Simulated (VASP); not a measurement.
# GaP (R-3m) in VASP: notebook

Runs on GaP. Level: LDA. Tasks: single point.

Everything below comes from runs of VASP 6.6.1. Logs are shortened: lines on timing, memory, paths and dates and some standing lists are left out, and cuts for length are marked.

## Step 1: The cell of the first run

The structure is trigonal, space group R-3m (No. 166). The conventional cell has a = 3.685 Å, b = 3.685 Å, c = 19.505 Å, α = 90.00°, β = 90.00°, γ = 120.00°. Within 3.0 Å of Ga (site symmetry 3m) lie 3 P at 2.30 Å and 1 Ga at 2.50 Å. P (site symmetry 3m) has 1 P at 2.26 Å and 3 Ga at 2.30 Å within 3.0 Å.

## Step 2: Single point, LDA (19.12 Å³/atom)

Input file INCAR:

```
PREC = Accurate
ENCUT = 520
EDIFF = 1E-6
ISMEAR = 0
SIGMA = 0.05
LREAL = F
LASPH = T
NELM = 100
ALGO = Normal
ISIF = 2
LWAVE = F
LCHARG = F
GGA = CA
NBANDS = 26
```

Input file KPOINTS:

```
Automatic mesh
0
Gamma
  9 9 9
```

Input file POSCAR:

```
GaP
1.0
    1.8426023809      1.0638269806      6.5016839210
   -1.8426023809      1.0638269806      6.5016839210
    0.0000000000     -2.1276539612      6.5016839210
Ga P
2 2
Direct
    0.4359784395      0.4359784395      0.4359784395
    0.5640215605      0.5640215605      0.5640215605
    0.0580350955      0.0580350955      0.0580350955
    0.9419649045      0.9419649045      0.9419649045
```

Potentials or basis: VASP PAW LDA potentials, release 64 (Ga_d, P).

Command:

```
$ cat potpaw_LDA.64/Ga_d/POTCAR potpaw_LDA.64/P/POTCAR > POTCAR
$ mpirun -np 1 vasp_std > vasp.out
```

OUTCAR:

```text
PREC = Accurate
   ENCUT = 520
   EDIFF = 1E-6
   ISMEAR = 0
   LREAL = F
   LASPH = T
   NELM = 100
   ISIF = 2
   GGA = CA

 ion  position               nearest neighbor table
   1  0.436  0.436  0.436-   3 2.30   3 2.30   3 2.30   2 2.50
   2  0.564  0.564  0.564-   4 2.30   4 2.30   4 2.30   1 2.50
   3  0.058  0.058  0.058-   4 2.26   1 2.30   1 2.30   1 2.30
   4  0.942  0.942  0.942-   3 2.26   2 2.30   2 2.30   2 2.30

  LATTYP: Found a trigonal (rhomboedric) cell.
 ALAT       =     6.8409652234
 COS(alpha) =     0.8549029822

  Lattice vectors:

 A1 = (   1.8426023809,   1.0638269806,   6.5016839210)
 A2 = (  -1.8426023809,   1.0638269806,   6.5016839210)
 A3 = (   0.0000000000,  -2.1276539612,   6.5016839210)

Analysis of symmetry for initial positions (statically):
=====================================================================
 Subroutine PRICEL returns:
 Original cell was already a primitive cell.

 Routine SETGRP: Setting up the symmetry group for a
 trigonal (rhombohedral) supercell.

 Subroutine GETGRP returns: Found 12 space group operations
 (whereof 12 operations were pure point group operations)
 out of a pool of 12 trial point group operations.

The static configuration has the point symmetry D_3d.

Analysis of symmetry for dynamics (positions and initial velocities):
=====================================================================
 Subroutine PRICEL returns:
 Original cell was already a primitive cell.

 Routine SETGRP: Setting up the symmetry group for a
 trigonal (rhombohedral) supercell.

 Subroutine GETGRP returns: Found 12 space group operations
 (whereof 12 operations were pure point group operations)
 out of a pool of 12 trial point group operations.

The dynamic configuration has the point symmetry D_3d.

 Subroutine INISYM returns: Found 12 space group operations
 (whereof 12 operations are pure point group operations),
 and found     1 'primitive' translations

----------------------------------------------------------------------------------------

                                     Primitive cell

  volume of cell :      76.4680

  direct lattice vectors                    reciprocal lattice vectors
     1.842602381  1.063826981  6.501683921     0.271355342  0.156667080  0.051268769
    -1.842602381  1.063826981  6.501683921    -0.271355342  0.156667080  0.051268769
     0.000000000 -2.127653961  6.501683921     0.000000000 -0.313334160  0.051268769

  length of vectors
     6.840965223  6.840965223  6.840965223     0.317500839  0.317500839  0.317500839

  position of ions in fractional coordinates (direct lattice)
     0.435978439  0.435978439  0.435978439
     0.564021561  0.564021561  0.564021561
     0.058035096  0.058035096  0.058035096
     0.941964904  0.941964904  0.941964904

  ion indices of the primitive-cell ions
   primitive index   ion index
                 1           1
                 2           2
                 3           3
                 4           4

----------------------------------------------------------------------------------------

 KPOINTS: Automatic mesh

Automatic generation of k-mesh.
 Grid dimensions read from file:
 generate k-points for:    9    9    9

 Generating k-lattice:

  Cartesian coordinates                     Fractional coordinates (reciprocal lattice)
     0.030150594  0.017407453  0.005696530     0.111111111 -0.000000000  0.000000000
    -0.030150594  0.017407453  0.005696530    -0.000000000  0.111111111  0.000000000
     0.000000000 -0.034814907  0.005696530     0.000000000  0.000000000  0.111111111

  Length of vectors
     0.035277871  0.035277871  0.035277871

  Shift w.r.t. Gamma in fractional coordinates (k-lattice)
     0.000000000  0.000000000  0.000000000

 Subroutine IBZKPT returns following result:
 ===========================================

 Found     85 irreducible k-points:

 Following reciprocal coordinates:
            Coordinates               Weight
  0.000000  0.000000  0.000000      1.000000
  0.111111  0.000000 -0.000000      6.000000
  0.222222  0.000000 -0.000000      6.000000
  0.333333  0.000000 -0.000000      6.000000
  0.444444  0.000000 -0.000000      6.000000
  0.111111  0.111111 -0.000000      6.000000
[... 16 lines left out ...]
 -0.333333  0.333333  0.000000      6.000000
  0.444444  0.444444 -0.000000      6.000000
 [... further k-points ...]
   k-points           NKPTS =     85   k-points in BZ     NKDIM =     85   number of bands    NBANDS=     26
   number of dos      NEDOS =    301   number of ions     NIONS =      4
   total plane-waves  NPLWV = 157464
   dimension x,y,z NGX =    54 NGY =   54 NGZ =   54
   dimension x,y,z NGXF=   108 NGYF=  108 NGZF=  108
   ions per type =               2   2
   NGX,Y,Z   is equivalent  to a cutoff of  13.12, 13.12, 13.12 a.u.
   NGXF,Y,Z  is equivalent  to a cutoff of  26.25, 26.25, 26.25 a.u.
 SYSTEM =  unknown system
   PREC   = accura    normal or accurate (medium, high low for compatibility)
   ISTART =      0    job   : 0-new  1-cont  2-samecut
   ICHARG =      2    charge: 1-file 2-atom 10-const
   ISPIN  =      1    spin polarized calculation?
   LNONCOLLINEAR =      F non collinear calculations
   LSORBIT =      F    spin-orbit coupling
   LASPH  =      T    aspherical Exc in radial PAW
   ENCUT  =  520.0 eV  38.22 Ry    6.18 a.u.  12.72 12.72 12.72*2*pi/ulx,y,z
   NELM   =    100;   NELMIN=  2; NELMDL= -5     # of ELM steps
   EDIFF  = 0.1E-05   stopping-criterion for ELM
   LREAL  =      F    real-space projection
   EDIFFG = 0.1E-04   stopping-criterion for IOM
   NSW    =      0    number of steps for IOM
   IBRION =     -1    ionic relax: 0-MD 1-quasi-New 2-CG
   NFREE  =      0    steps in history (QN), initial steepest desc. (CG)
   ISIF   =      2    stress and relaxation
   ISYM   =      2    0-nonsym 1-usesym 2-fastsym
   POTIM  = 0.5000    time-step for ionic-motion
   TEBEG  =    0.0;   TEEND  =   0.0 temperature during run
   PSTRESS=    0.0 pullay stress
   NELECT =      36.0000    total number of electrons
   NUPDOWN=      -1.0000    fix difference up-down
   EMIN   =  10.00;   EMAX   =-10.00  energy-range for DOS
   EFERMI =   0.00;   METHOD = LEGACY
   ISMEAR =     0;   SIGMA  =   0.05  broadening in eV -4-tet -1-fermi 0-gaus
   EFERMI_NEDOS =   21; number of points for ismear=-14 and -15
   IALGO  =     38    algorithm
   IMIX   =      4    mixing-type and parameters
     AMIX     =   0.40;   BMIX     =  1.00
     AMIX_MAG =   1.60;   BMIX_MAG =  1.00
  volume/ion in A,a.u.               =      19.12       129.01
  Fermi-wavevector in a.u.,A,eV,Ry     =   1.273549  2.406659 22.067667  1.621928
  Thomas-Fermi vector in A             =   2.406366
   LORBIT       =      0    0 simple, 1 ext, 2 COOP (PROOUT), +10 PAW based schemes
   GGA     = CA    functional components
   LHFCALC =     F    Hartree Fock is set to
   AEXX    =    0.0000 exact exchange contribution
   IVDW    =     0    specifies the selected vdW correction
   LEPSILON=     F    determine dielectric tensor
   LRPA    =     F    only Hartree local field effects (RPA)
 non-spin polarized calculation
 Gauss-broadening in eV      SIGMA  =   0.05
  energy-cutoff  :      520.00
  volume of cell :       76.47
 maximum number of plane-waves:      2078
 NGX is ok and might be reduce to    54
   NGX = 25   NGY = 25   NGZ = 25

 number of electron      36.0000001 magnetization

 Free energy of the ion-electron system (eV)
  ---------------------------------------------------
  ext. energy  EPLUGINS =         0.00000000
  ---------------------------------------------------
  free energy    TOTEN  =       -20.26371002 eV

  energy without entropy =      -20.26371002  energy(sigma->0) =      -20.26371002

 E-fermi :   5.6964     XC(G=0): -10.4297

 val. band max:        5.4914922304   @ k =   0.0000   0.0000   0.0000
 cond. band min:       5.9730709186   @ k =  -0.4444  -0.4444   0.1111
 fundamental gap:      0.4815786882
 Fermi energy:         5.6963525349

 k-point     1 :       0.0000    0.0000    0.0000
  band No.  band energies     occupation
      1      -9.6494      2.00000
      2      -9.5303      2.00000
      3      -9.5303      2.00000
      4      -9.5223      2.00000
      5      -9.5223      2.00000
      6      -9.4403      2.00000
[... 18 lines left out ...]
     25      10.0025      0.00000
     26      13.8200      0.00000

 k-point     2 :       0.1111    0.0000   -0.0000
  band No.  band energies     occupation
      1      -9.6476      2.00000
      2      -9.5502      2.00000
      3      -9.5352      2.00000
      4      -9.5266      2.00000
      5      -9.5144      2.00000
      6      -9.4437      2.00000
[... 18 lines left out ...]
     25      10.5014      0.00000
     26      13.5229      0.00000

 k-point     3 :       0.2222    0.0000   -0.0000
  band No.  band energies     occupation
      1      -9.6507      2.00000
      2      -9.5888      2.00000
      3      -9.5568      2.00000
      4      -9.5191      2.00000
      5      -9.4945      2.00000
      6      -9.4530      2.00000
[... 18 lines left out ...]
     25      11.7027      0.00000
     26      12.5960      0.00000

 k-point     4 :       0.3333    0.0000   -0.0000
  band No.  band energies     occupation
      1      -9.6703      2.00000
      2      -9.6180      2.00000
      3      -9.5647      2.00000
      4      -9.5136      2.00000
      5      -9.4722      2.00000
      6      -9.4641      2.00000
[... 18 lines left out ...]
     25      12.5723      0.00000
     26      12.9344      0.00000
[... 496 lines left out ...]
      1      -9.6748      2.00000
      2      -9.6137      2.00000
      3      -9.5816      2.00000
      4      -9.5125      2.00000
      5      -9.4901      2.00000
      6      -9.4404      2.00000
[... 18 lines left out ...]
     25      13.5251      0.00000
     26      13.8643      0.00000

 k-point    23 :      -0.3333    0.3333    0.0000
  band No.  band energies     occupation
      1      -9.6784      2.00000
      2      -9.6100      2.00000
      3      -9.5822      2.00000
      4      -9.5036      2.00000
      5      -9.5032      2.00000
      6      -9.4271      2.00000
[... 18 lines left out ...]
     25      12.7442      0.00000
     26      13.8827      0.00000

 k-point    24 :       0.4444    0.4444   -0.0000
  band No.  band energies     occupation
      1      -9.6800      2.00000
      2      -9.6212      2.00000
      3      -9.5766      2.00000
      4      -9.5167      2.00000
      5      -9.4719      2.00000
      6      -9.4561      2.00000
[... 18 lines left out ...]
     25      14.0689      0.00000
     26      15.3722      0.00000

 [... further k-points ...]

------------------------ aborting loop because EDIFF is reached ----------------------------------------

  FORCE on cell =-STRESS in cart. coord.  units (eV):
  Direction    XX          YY          ZZ          XY          YZ          ZX
  --------------------------------------------------------------------------------------
  -------------------------------------------------------------------------------------
  Total        3.3141962      3.3141962     -2.8498896      0.0000000      0.0000000      0.0000000
  in kB       69.4398961     69.4398961    -59.7116244      0.0000000      0.0000000      0.0000000
  external PRESSURE =      26.3893893 kB  Pullay stress =       0.0000000 kB

 VOLUME and BASIS-vectors are now :
 -----------------------------------------------------------------------------
  energy-cutoff  :      520.00
  volume of cell :       76.47
      direct lattice vectors                 reciprocal lattice vectors
     1.842602381  1.063826981  6.501683921     0.271355342  0.156667080  0.051268769
    -1.842602381  1.063826981  6.501683921    -0.271355342  0.156667080  0.051268769
     0.000000000 -2.127653961  6.501683921     0.000000000 -0.313334160  0.051268769

 POSITION                                       TOTAL-FORCE (eV/Angst)
 -----------------------------------------------------------------------------------
      0.00000      0.00000      8.50378         0.000000      0.000000      0.443391
      0.00000      0.00000     11.00127         0.000000      0.000000     -0.443391
      0.00000      0.00000      1.13198         0.000000      0.000000     -0.704811
      0.00000      0.00000     18.37307         0.000000     -0.000000      0.704811
 -----------------------------------------------------------------------------------
    total drift:                                0.000000      0.000000      0.000000

  FREE ENERGIE OF THE ION-ELECTRON SYSTEM (eV)
  ---------------------------------------------------
  free  energy   TOTEN  =       -20.2637100152 eV

  energy  without entropy=      -20.2637100152  energy(sigma->0) =      -20.26371002
```

Run time: 5.4 min. Hardware: 1 thread of Intel Xeon 6975P-C (Granite Rapids), shared host; peak memory 0.37 GiB.

Results:

```yaml
Free_energy: -20.2637 eV
Pressure: 2.6 GPa
Largest_force: 0.705 eV/Å
Band_gap_on_the_k_mesh: 0.48 eV (least direct gap 1.02 eV)
```

Forces on the atoms (eV/Å):
```
Ga   0.000  0.000  0.443
Ga   0.000  0.000 -0.443
P    0.000  0.000 -0.705
P    0.000  0.000  0.705
```

Caveat: the stress differs along the axes, from -6 to 7 GPa; semilocal functionals underestimate gaps, and a narrow one can read as zero. A k mesh can miss the band edges.

## Step 3: Single point, LDA (19.12 Å³/atom)

Input file INCAR:

```
PREC     = Accurate       # precision mode
ENCUT    = 520            # plane-wave cutoff, eV
EDIFF    = 1E-7           # SCF threshold, eV
ISMEAR   = 0              # smearing method
SIGMA    = 0.05           # smearing width, eV
LREAL    = False          # projectors in reciprocal space
LASPH    = True           # aspherical terms in the spheres
NELM     = 60             # most SCF steps
ALGO     = Normal         # electronic algorithm
ISIF     = 2              # what is computed and relaxed
LWAVE    = False          # write WAVECAR
LCHARG   = True           # write CHGCAR
GGA      = CA             # functional
LELF     = True           # ELF
LVHAR    = True         
NBANDS   = 26             # bands
```

KPOINTS is that of step 2.

Input file POSCAR:

```
GaP
1.0
    1.9186444433      1.1077298858      5.9965313432
   -1.9186444433      1.1077298858      5.9965313432
    0.0000000000     -2.2154597717      5.9965313432
Ga P
2 2
Direct
    0.4359784395      0.4359784395      0.4359784395
    0.5640215605      0.5640215605      0.5640215605
    0.0580350955      0.0580350955      0.0580350955
    0.9419649045      0.9419649045      0.9419649045
```

Potentials or basis: VASP PAW LDA potentials, release 64 (Ga_d, P).

Command:

```
$ cat potpaw_LDA.64/Ga_d/POTCAR potpaw_LDA.64/P/POTCAR > POTCAR
$ mpirun -np 1 vasp_std > vasp.out
```

Run time: 2.7 min. Hardware: 1 thread of Intel Xeon 6975P-C (Granite Rapids), shared host; peak memory 0.34 GiB.

Results (log left out):

| Item | Value |
| --- | --- |
| Free energy | -20.2443 eV |
| Pressure | 3.6 GPa |
| Largest force | 1.131 eV/Å |
| Band gap on the k mesh | 0.71 eV |

Forces on the atoms (eV/Å):
```
Ga   0.000  0.000 -0.607
Ga   0.000  0.000  0.607
P    0.000  0.000  1.131
P    0.000  0.000 -1.131
```

Stress tensor (GPa, compression positive):
```
-1.53  0.00  0.00
 0.00 -1.53  0.00
 0.00  0.00 13.82
```

Levels at points of the mesh, in eV from the valence-band top:
```
           k point  band 15  band 16  band 17  band 18  band 19  band 20  band 21  band 22
(0.00, 0.00, 0.00)    -2.23    -0.10     0.00     0.00     0.71     2.24     3.33     3.34
```

Caveat: the stress differs along the axes, from -2 to 14 GPa; semilocal functionals underestimate gaps, and a narrow one can read as zero; forces of over 1 eV/Å act on the atoms, so gaps and moduli don't describe the material at rest.
